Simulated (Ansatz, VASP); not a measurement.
Two plane-wave programs on PbF2

File POSCAR:

```
PbF2
1.0
    0.0000000000      2.9236056305      2.9236056305
    2.9236056305      0.0000000000      2.9236056305
    2.9236056305      2.9236056305      0.0000000000
Pb F
1 2
Direct
    0.0000000000      0.0000000000      0.0000000000
    0.7500000000      0.7500000000      0.7500000000
    0.2500000000      0.2500000000      0.2500000000
```

INCAR.step1

```
SYSTEM = PbF2
PREC = Accurate ; ENCUT = 660
ISMEAR = -1 ; SIGMA = 0.05
LREAL = .FALSE. ; LASPH = .TRUE.
NELM = 120 ; NBANDS = 21
GGA = PE ; ALGO = Normal
EDIFF = 1E-5 ; LWAVE = .TRUE.
LCHARG = .FALSE. ; GGA_COMPAT = .FALSE.
```

The input INCAR.step2:

```
SYSTEM = PbF2
PREC = Accurate ; ENCUT = 660
EDIFF = 1E-6 ; ISMEAR = -1
SIGMA = 0.05 ; LREAL = .FALSE.
LASPH = .TRUE. ; NELM = 120
ALGO = Normal ; ISIF = 2
LWAVE = .FALSE. ; LCHARG = .FALSE.
METAGGA = R2SCAN ; LMIXTAU = .TRUE.
NBANDS = 21 ; ISTART = 1
GGA_COMPAT = .FALSE.
```

KPOINTS

```
Automatic mesh
0
G
  8 8 8
  0 0 0
```

File input.yaml:

```yaml
crystal:
  lattice:
    - [0.0, 2.9236056305, 2.9236056305]
    - [2.9236056305, 0.0, 2.9236056305]
    - [2.9236056305, 2.9236056305, 0.0]
  atoms:
    - { symbol: Pb, position: [0.0, 0.0, 0.0] }
    - { symbol: F, position: [0.75, 0.75, 0.75] }
    - { symbol: F, position: [0.25, 0.25, 0.25] }
hamiltonian:
  xc: r2scan
  pseudopotentials: { kind: paw }
kpoints:
  mp_grid: { grid: [8, 8, 8] }
scf:
  occupations: { method: fermi_dirac, width: 0.05 }
output:
  forces: true
  stress: true
  eigenvalues: true
```

Alike in both runs: task single point; functional r2SCAN; k mesh 8 × 8 × 8; occupations fermi-dirac, width 0.05 eV; no spin polarisation.

|  | VASP | Ansatz |
| --- | --- | --- |
| version | VASP 6.6.1 | Ansatz 0.2.0 |
| potentials or method | VASP PAW PBE potentials, release 64 (Pb_d, F) | Ansatz PAW |
| plane-wave cutoff (eV) | 660 | 500 |
| valence electrons in the cell | 28 | 28 |

Ansatz gave:

| Item | Value |
| --- | --- |
| gap on the k mesh at the Fermi level (eV) | 4.91 |
| least direct gap on the mesh (eV) | 5.06 |
| pressure (GPa) | 3.2 |

Question: Estimate VASP's values.

Answer: gap on the k mesh at the Fermi level (eV): 4.92; least direct gap on the mesh (eV): 5.07; pressure (GPa): 3.0.

VASP's potentials were made for PBE, not for r2SCAN.

Neither program's run includes spin-orbit coupling.
